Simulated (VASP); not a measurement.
# Zr3SN4 (P-43m) in VASP: a series of runs

The runs below take Zr3SN4 through single point, with PBE.

Everything below comes from runs of VASP 6.6.1. Logs are shortened: lines on timing, memory, paths and dates and some standing lists are left out, and cuts for length are marked.

**1. The cell of the first run**

The structure is cubic, space group P-43m (No. 215). The conventional cell has a = 5.018 Å, b = 5.018 Å, c = 5.018 Å, α = 90.00°, β = 90.00°, γ = 90.00°. Within 2.9 Å of Zr (site symmetry -42m) lie 4 N at 2.21 Å. S (site symmetry -43m) has 4 N at 2.06 Å within 2.7 Å. Within 2.7 Å of N (site symmetry 3m) lie 1 S at 2.06 Å and 3 Zr at 2.21 Å.

The cell was generated, and may not be a known phase.

**2. Single point, PBE**

Input file INCAR:

```
SYSTEM = Zr3SN4
  ALGO = Normal
  EDIFF = 1E-6
  ENCUT = 520
  GGA = PE
  ISIF = 2
  ISMEAR = 0
  LASPH = .TRUE.
  LCHARG = .FALSE.
  LREAL = .FALSE.
  LWAVE = .FALSE.
  NBANDS = 41
  NELM = 60
  PREC = Accurate
  SIGMA = 0.1
```

Input file KPOINTS:

```
k-points
0
G
  4 4 4
  0 0 0
```

Input file POSCAR:

```
Zr3SN4
1.0
    5.0175429200      0.0000000000      0.0000000000
    0.0000000000      5.0175429200      0.0000000000
    0.0000000000      0.0000000000      5.0175429200
Zr S N
3 1 4
Direct
    0.0000000000      0.5000000000      0.5000000000
    0.5000000000      0.5000000000      0.0000000000
    0.5000000000      0.0000000000      0.5000000000
    0.0000000000      0.0000000000      0.0000000000
    0.7623949100      0.7623949100      0.2376050900
    0.7623949100      0.2376050900      0.7623949100
    0.2376050900      0.7623949100      0.7623949100
    0.2376050900      0.2376050900      0.2376050900
```

Potentials or basis: VASP PAW PBE potentials, release 64 (Zr_sv, S, N).

On the command line:

```
> cat potpaw_PBE.64/Zr_sv/POTCAR potpaw_PBE.64/S/POTCAR potpaw_PBE.64/N/POTCAR > POTCAR
> mpirun -np 1 vasp_std > vasp.out
```

OUTCAR:

```text
SYSTEM = Zr3SN4
   EDIFF = 1E-6
   ENCUT = 520
   GGA = PE
   ISIF = 2
   ISMEAR = 0
   LASPH = .TRUE.
   LREAL = .FALSE.
   NELM = 60
   PREC = Accurate

 ion  position               nearest neighbor table
   1  0.000  0.500  0.500-   5 2.21   6 2.21   7 2.21   8 2.21   2 3.55   3 3.55   2 3.55   3 3.55
                             2 3.55   3 3.55   2 3.55   3 3.55
   2  0.500  0.500  0.000-   5 2.21   6 2.21   7 2.21   8 2.21   1 3.55   3 3.55   1 3.55   3 3.55
                             3 3.55   3 3.55   1 3.55   1 3.55
   3  0.500  0.000  0.500-   5 2.21   6 2.21   7 2.21   8 2.21   1 3.55   2 3.55   2 3.55   1 3.55
                             2 3.55   2 3.55   1 3.55   1 3.55
   4  0.000  0.000  0.000-   5 2.06   6 2.06   7 2.06   8 2.06
   5  0.762  0.762  0.238-   4 2.06   2 2.21   3 2.21   1 2.21
   6  0.762  0.238  0.762-   4 2.06   2 2.21   3 2.21   1 2.21
   7  0.238  0.762  0.762-   4 2.06   2 2.21   3 2.21   1 2.21
   8  0.238  0.238  0.238-   4 2.06   2 2.21   3 2.21   1 2.21

  LATTYP: Found a simple cubic cell.
 ALAT       =     5.0175429200

  Lattice vectors:

 A1 = (   5.0175429200,   0.0000000000,   0.0000000000)
 A2 = (   0.0000000000,   5.0175429200,   0.0000000000)
 A3 = (   0.0000000000,   0.0000000000,   5.0175429200)

Analysis of symmetry for initial positions (statically):
=====================================================================
 Subroutine PRICEL returns:
 Original cell was already a primitive cell.

 Routine SETGRP: Setting up the symmetry group for a
 simple cubic supercell.

 Subroutine GETGRP returns: Found 24 space group operations
 (whereof 24 operations were pure point group operations)
 out of a pool of 48 trial point group operations.

The static configuration has the point symmetry T_d .

Analysis of symmetry for dynamics (positions and initial velocities):
=====================================================================
 Subroutine PRICEL returns:
 Original cell was already a primitive cell.

 Routine SETGRP: Setting up the symmetry group for a
 simple cubic supercell.

 Subroutine GETGRP returns: Found 24 space group operations
 (whereof 24 operations were pure point group operations)
 out of a pool of 48 trial point group operations.

The dynamic configuration has the point symmetry T_d .

 Subroutine INISYM returns: Found 24 space group operations
 (whereof 24 operations are pure point group operations),
[... 96 lines left out ...]
   NSW    =      0    number of steps for IOM
   IBRION =     -1    ionic relax: 0-MD 1-quasi-New 2-CG
   NFREE  =      0    steps in history (QN), initial steepest desc. (CG)
   ISIF   =      2    stress and relaxation
   ISYM   =      2    0-nonsym 1-usesym 2-fastsym
   POTIM  = 0.5000    time-step for ionic-motion
   TEBEG  =    0.0;   TEEND  =   0.0 temperature during run
   PSTRESS=    0.0 pullay stress
   NELECT =      62.0000    total number of electrons
   NUPDOWN=      -1.0000    fix difference up-down
   EMIN   =  10.00;   EMAX   =-10.00  energy-range for DOS
   EFERMI =   0.00;   METHOD = LEGACY
   ISMEAR =     0;   SIGMA  =   0.10  broadening in eV -4-tet -1-fermi 0-gaus
   EFERMI_NEDOS =   21; number of points for ismear=-14 and -15
   IALGO  =     38    algorithm
   IMIX   =      4    mixing-type and parameters
     AMIX     =   0.40;   BMIX     =  1.00
     AMIX_MAG =   1.60;   BMIX_MAG =  1.00
  volume/ion in A,a.u.               =      15.79       106.56
  Fermi-wavevector in a.u.,A,eV,Ry     =   1.291361  2.440318 22.689252  1.667613
  Thomas-Fermi vector in A             =   2.423136
   LORBIT       =      0    0 simple, 1 ext, 2 COOP (PROOUT), +10 PAW based schemes
   GGA     = PE    functional components
   LHFCALC =     F    Hartree Fock is set to
   AEXX    =    0.0000 exact exchange contribution
   IVDW    =     0    specifies the selected vdW correction
   LEPSILON=     F    determine dielectric tensor
   LRPA    =     F    only Hartree local field effects (RPA)
 non-spin polarized calculation
 Gauss-broadening in eV      SIGMA  =   0.10
  energy-cutoff  :      520.00
  volume of cell :      126.32
 maximum number of plane-waves:      3448
 NGX is ok and might be reduce to    40
   NGX = 19   NGY = 19   NGZ = 19

 number of electron      62.0000008 magnetization

 Free energy of the ion-electron system (eV)
  ---------------------------------------------------
  ext. energy  EPLUGINS =         0.00000000
  ---------------------------------------------------
  free energy    TOTEN  =       -66.78553195 eV

  energy without entropy =      -66.75007138  energy(sigma->0) =      -66.76780167

 E-fermi :   7.4303     XC(G=0): -10.6273

 val. band max:        7.3837524299   @ k =   0.5000   0.5000   0.2500
 cond. band min:       7.4437696449   @ k =   0.5000   0.2500   0.0000
 fundamental gap:      0.0600172150
 Fermi energy:         7.4303161025

 k-point     1 :       0.0000    0.0000    0.0000
  band No.  band energies     occupation
      1     -42.0944      2.00000
      2     -42.0488      2.00000
      3     -42.0488      2.00000
      4     -20.3565      2.00000
      5     -20.3565      2.00000
      6     -20.3565      2.00000
[... 429 lines left out ...]
     40      10.6225      0.00000
     41      10.6225      0.00000

------------------------ aborting loop because EDIFF is reached ----------------------------------------

  FORCE on cell =-STRESS in cart. coord.  units (eV):
  Direction    XX          YY          ZZ          XY          YZ          ZX
  --------------------------------------------------------------------------------------
  -------------------------------------------------------------------------------------
  Total       -7.7951843     -7.7951843     -7.7951843      0.0000000     -0.0000000      0.0000000
  in kB      -98.8698053    -98.8698053    -98.8698053      0.0000000     -0.0000000      0.0000000
  external PRESSURE =     -98.8698053 kB  Pullay stress =       0.0000000 kB

 VOLUME and BASIS-vectors are now :
 -----------------------------------------------------------------------------
  energy-cutoff  :      520.00
  volume of cell :      126.32
      direct lattice vectors                 reciprocal lattice vectors
     5.017542920  0.000000000  0.000000000     0.199300737  0.000000000  0.000000000
     0.000000000  5.017542920  0.000000000     0.000000000  0.199300737  0.000000000
     0.000000000  0.000000000  5.017542920     0.000000000  0.000000000  0.199300737

 POSITION                                       TOTAL-FORCE (eV/Angst)
 -----------------------------------------------------------------------------------
      0.00000      2.50877      2.50877         0.000000     -0.000000      0.000000
      2.50877      2.50877      0.00000         0.000000     -0.000000      0.000000
      2.50877      0.00000      2.50877         0.000000     -0.000000      0.000000
      0.00000      0.00000      0.00000         0.000000     -0.000000      0.000000
      3.82535      3.82535      1.19219        -0.707172     -0.707172      0.707172
      3.82535      1.19219      3.82535        -0.707172      0.707172     -0.707172
      1.19219      3.82535      3.82535         0.707172     -0.707172     -0.707172
      1.19219      1.19219      1.19219         0.707172      0.707172      0.707172
 -----------------------------------------------------------------------------------
    total drift:                                0.000000      0.000000     -0.000000

  FREE ENERGIE OF THE ION-ELECTRON SYSTEM (eV)
  ---------------------------------------------------
  free  energy   TOTEN  =       -66.7855319519 eV

  energy  without entropy=      -66.7500713802  energy(sigma->0) =      -66.76780167
```

OSZICAR:

```text
N       E                     dE             d eps       ncg     rms          rms(c)
DAV:   1     0.545000177861E+03    0.54500E+03   -0.32559E+04   820   0.146E+03
DAV:   2    -0.281510726346E+02   -0.57315E+03   -0.55205E+03   990   0.408E+02
DAV:   3    -0.766530799642E+02   -0.48502E+02   -0.47530E+02  1256   0.102E+02
DAV:   4    -0.800725627169E+02   -0.34195E+01   -0.34053E+01  1264   0.232E+01
DAV:   5    -0.801967497312E+02   -0.12419E+00   -0.12414E+00  1133   0.425E+00    0.373E+01
DAV:   6    -0.682038486874E+02    0.11993E+02   -0.97698E+01   992   0.394E+01    0.175E+01
DAV:   7    -0.668425575838E+02    0.13613E+01   -0.13141E+01  1055   0.149E+01    0.132E+01
DAV:   8    -0.668022626807E+02    0.40295E-01   -0.11051E+00  1054   0.514E+00    0.337E+00
DAV:   9    -0.667847035413E+02    0.17559E-01   -0.20804E-01  1301   0.195E+00    0.900E-01
DAV:  10    -0.667850395235E+02   -0.33598E-03   -0.24533E-02   976   0.756E-01    0.739E-01
DAV:  11    -0.667855530445E+02   -0.51352E-03   -0.54310E-03  1143   0.463E-01    0.912E-02
DAV:  12    -0.667855210584E+02    0.31986E-04   -0.36855E-04  1048   0.120E-01    0.590E-02
DAV:  13    -0.667855308003E+02   -0.97420E-05   -0.34767E-05  1192   0.305E-02    0.112E-02
DAV:  14    -0.667855327479E+02   -0.19476E-05   -0.30149E-06   896   0.909E-03    0.729E-03
DAV:  15    -0.667855319519E+02    0.79597E-06   -0.16289E-06   672   0.606E-03
   1 F= -.66785532E+02 E0= -.66767802E+02  d E =-.354606E-01
```

stdout:

```text
POSCAR found type information on POSCAR ZrS N
 POSCAR found :  3 types and       8 ions
 scaLAPACK will be used
 LDA part: xc-table for (Slater+PW92), standard interpolation
 POSCAR, INCAR and KPOINTS ok, starting setup
 FFT: planning ... GRIDC
 FFT: planning ... GRID_SOFT
 FFT: planning ... GRID
 WAVECAR not read
 entering main loop
```

Wall time 64 s (1 thread of AMD EPYC 7R13 (Zen 3), shared host); peak memory 0.22 GiB.

What came out:

```yaml
Free_energy: -66.7855 eV
Pressure: -9.9 GPa
Largest_force: 1.225 eV/Å
Band_gap_on_the_k_mesh: zero (bands 31 and 32 overlap by 0.84 eV)
```

Forces in eV/Å, atoms in the order of the input:
```
Zr   0.000  0.000  0.000
Zr   0.000  0.000  0.000
Zr   0.000  0.000  0.000
S    0.000  0.000  0.000
N   -0.707 -0.707  0.707
N   -0.707  0.707 -0.707
N    0.707 -0.707 -0.707
N    0.707  0.707  0.707
```

Caveat: the cell stands under tension; forces of over 1 eV/Å act on the atoms, so gaps and moduli don't describe the material at rest.

**3. Single point, PBE**

This run uses another cell than the first one, of 16.19 Å³/atom.

Input file INCAR:

```
SYSTEM = Zr3SN4
PREC     = Accurate       ! precision mode
ENCUT    = 520            ! plane-wave cutoff, eV
EDIFF    = 1E-6           ! SCF threshold, eV
ISMEAR   = 0              ! smearing method
SIGMA    = 0.1            ! smearing width, eV
LREAL    = .FALSE.        ! projectors in reciprocal space
LASPH    = .TRUE.         ! aspherical terms in the spheres
NELM     = 80             ! most SCF steps
ALGO     = Normal         ! electronic algorithm
ISIF     = 2              ! what is computed and relaxed
LWAVE    = .FALSE.        ! write WAVECAR
LCHARG   = .FALSE.        ! write CHGCAR
GGA      = PE             ! functional
NBANDS   = 41             ! bands
```

Input file KPOINTS:

```
regular mesh
0
G
  4 4 4
  0 0 0
```

Input file POSCAR:

```
Zr3SN4
1.0
    5.0598942586      0.0000000000      0.0000000000
    0.0000000000      5.0598942586      0.0000000000
    0.0000000000      0.0000000000      5.0598942586
Zr S N
3 1 4
Direct
    0.0000000000      0.5000000000      0.5000000000
    0.5000000000      0.5000000000      0.0000000000
    0.5000000000      0.0000000000      0.5000000000
    0.0000000000      0.0000000000      0.0000000000
    0.7090859973      0.7090859973      0.2909140027
    0.7090859973      0.2909140027      0.7090859973
    0.2909140027      0.7090859973      0.7090859973
    0.2909140027      0.2909140027      0.2909140027
```

Potentials or basis: VASP PAW PBE potentials, release 64 (Zr_sv, S, N).

On the command line:

```
> cat potpaw_PBE.64/Zr_sv/POTCAR potpaw_PBE.64/S/POTCAR potpaw_PBE.64/N/POTCAR > POTCAR
> mpirun -np 1 vasp_std > vasp.out
```

OUTCAR:

```text
SYSTEM = Zr3SN4
   PREC = Accurate
   ENCUT = 520
   EDIFF = 1E-6
   ISMEAR = 0
   LREAL = .FALSE.
   LASPH = .TRUE.
   NELM = 80
   ISIF = 2
   GGA = PE

 ion  position               nearest neighbor table
   1  0.000  0.500  0.500-   5 2.10   6 2.10   7 2.10   8 2.10   2 3.58   3 3.58   2 3.58   3 3.58
                             2 3.58   3 3.58   2 3.58   3 3.58
   2  0.500  0.500  0.000-   5 2.10   6 2.10   7 2.10   8 2.10   1 3.58   3 3.58   1 3.58   3 3.58
                             3 3.58   3 3.58   1 3.58   1 3.58
   3  0.500  0.000  0.500-   5 2.10   6 2.10   7 2.10   8 2.10   1 3.58   2 3.58   2 3.58   1 3.58
                             2 3.58   2 3.58   1 3.58   1 3.58
   4  0.000  0.000  0.000-
   5  0.709  0.709  0.291-   2 2.10   1 2.10   3 2.10
   6  0.709  0.291  0.709-   2 2.10   1 2.10   3 2.10
   7  0.291  0.709  0.709-   2 2.10   1 2.10   3 2.10
   8  0.291  0.291  0.291-   2 2.10   1 2.10   3 2.10

  LATTYP: Found a simple cubic cell.
 ALAT       =     5.0598942586

  Lattice vectors:

 A1 = (   5.0598942586,   0.0000000000,   0.0000000000)
 A2 = (   0.0000000000,   5.0598942586,   0.0000000000)
 A3 = (   0.0000000000,   0.0000000000,   5.0598942586)

[... 180 lines left out ...]
  band No.  band energies     occupation
      1     -42.5226      2.00000
      2     -42.4756      2.00000
      3     -42.4756      2.00000
      4     -20.8934      2.00000
      5     -20.8934      2.00000
      6     -20.8934      2.00000
[... 429 lines left out ...]
     40      10.6798      0.00000
     41      10.8472      0.00000

------------------------ aborting loop because EDIFF is reached ----------------------------------------

  FORCE on cell =-STRESS in cart. coord.  units (eV):
  Direction    XX          YY          ZZ          XY          YZ          ZX
  --------------------------------------------------------------------------------------
  -------------------------------------------------------------------------------------
  Total        0.2611588      0.2611588      0.2611588     -0.0000000      0.0000000     -0.0000000
  in kB        3.2299138      3.2299138      3.2299138     -0.0000000      0.0000000     -0.0000000
  external PRESSURE =       3.2299138 kB  Pullay stress =       0.0000000 kB

 VOLUME and BASIS-vectors are now :
 -----------------------------------------------------------------------------
  energy-cutoff  :      520.00
  volume of cell :      129.55
      direct lattice vectors                 reciprocal lattice vectors
     5.059894259  0.000000000  0.000000000     0.197632589  0.000000000  0.000000000
     0.000000000  5.059894259  0.000000000     0.000000000  0.197632589  0.000000000
     0.000000000  0.000000000  5.059894259     0.000000000  0.000000000  0.197632589

 POSITION                                       TOTAL-FORCE (eV/Angst)
 -----------------------------------------------------------------------------------
      0.00000      2.52995      2.52995        -0.000000     -0.000000      0.000000
      2.52995      2.52995      0.00000        -0.000000     -0.000000      0.000000
      2.52995      0.00000      2.52995        -0.000000     -0.000000      0.000000
      0.00000      0.00000      0.00000        -0.000000      0.000000      0.000000
      3.58790      3.58790      1.47199        -0.007239     -0.007239      0.007239
      3.58790      1.47199      3.58790        -0.007239      0.007239     -0.007239
      1.47199      3.58790      3.58790         0.007239     -0.007239     -0.007239
      1.47199      1.47199      1.47199         0.007239      0.007239      0.007239
 -----------------------------------------------------------------------------------
    total drift:                                0.000000      0.000000      0.000000

  FREE ENERGIE OF THE ION-ELECTRON SYSTEM (eV)
  ---------------------------------------------------
  free  energy   TOTEN  =       -68.5731500289 eV

  energy  without entropy=      -68.5534174937  energy(sigma->0) =      -68.56328376
```

OSZICAR:

```text
N       E                     dE             d eps       ncg     rms          rms(c)
DAV:   1     0.554077021048E+03    0.55408E+03   -0.32152E+04   820   0.145E+03
DAV:   2    -0.332586257456E+02   -0.58734E+03   -0.56563E+03  1000   0.405E+02
DAV:   3    -0.822266601418E+02   -0.48968E+02   -0.48396E+02  1256   0.103E+02
DAV:   4    -0.855365517615E+02   -0.33099E+01   -0.33008E+01  1248   0.227E+01
DAV:   5    -0.856944353616E+02   -0.15788E+00   -0.15783E+00  1144   0.419E+00    0.425E+01
DAV:   6    -0.697557351193E+02    0.15939E+02   -0.13024E+02   936   0.453E+01    0.169E+01
DAV:   7    -0.685662372049E+02    0.11895E+01   -0.11821E+01  1089   0.155E+01    0.124E+01
DAV:   8    -0.685730664038E+02   -0.68292E-02   -0.15728E+00   990   0.570E+00    0.196E+00
DAV:   9    -0.685715993504E+02    0.14671E-02   -0.21246E-01  1197   0.169E+00    0.944E-01
DAV:  10    -0.685729074489E+02   -0.13081E-02   -0.20579E-02  1013   0.871E-01    0.335E-01
DAV:  11    -0.685731217988E+02   -0.21435E-03   -0.21907E-03  1104   0.272E-01    0.104E-01
DAV:  12    -0.685731402566E+02   -0.18458E-04   -0.16521E-04  1062   0.643E-02    0.405E-02
DAV:  13    -0.685731493700E+02   -0.91134E-05   -0.20874E-05   976   0.214E-02    0.939E-03
DAV:  14    -0.685731500289E+02   -0.65889E-06   -0.30246E-06   813   0.807E-03
   1 F= -.68573150E+02 E0= -.68563284E+02  d E =-.197325E-01
```

Wall time 58 s (1 thread of AMD EPYC 7R13 (Zen 3), shared host); peak memory 0.22 GiB.

What came out:

```
Free energy            : -68.5732 eV
Pressure               : 0.3 GPa
Largest force          : 0.013 eV/Å
Band gap on the k mesh : zero (bands 31 and 32 overlap by 0.94 eV)
```

Forces in eV/Å, atoms in the order of the input:
```
Zr   0.000  0.000  0.000
Zr   0.000  0.000  0.000
Zr   0.000  0.000  0.000
S    0.000  0.000  0.000
N   -0.007 -0.007  0.007
N   -0.007  0.007 -0.007
N    0.007 -0.007 -0.007
N    0.007  0.007  0.007
```

Levels at points of the mesh, in eV from the Fermi level:
| k point | band 28 | band 29 | band 30 | band 31 | band 32 | band 33 | band 34 | band 35 |
| --- | --- | --- | --- | --- | --- | --- | --- | --- |
| (0.00, 0.00, 0.00) | -2.40 | -2.40 | -0.44 | -0.44 | -0.44 | 1.67 | 1.67 | 1.88 |
| (0.50, 0.00, 0.00) | -2.59 | -1.99 | -0.59 | 0.46 | 0.46 | 1.50 | 1.61 | 1.96 |
| (0.50, 0.50, 0.00) | -2.65 | -1.49 | -0.76 | 0.23 | 0.23 | 1.87 | 2.02 | 2.26 |
| (0.50, 0.50, 0.50) | -2.34 | -2.34 | -0.49 | -0.49 | -0.49 | 2.75 | 2.75 | 2.75 |

The gap in the log of VASP goes by the Fermi energy; the results here count the filled bands.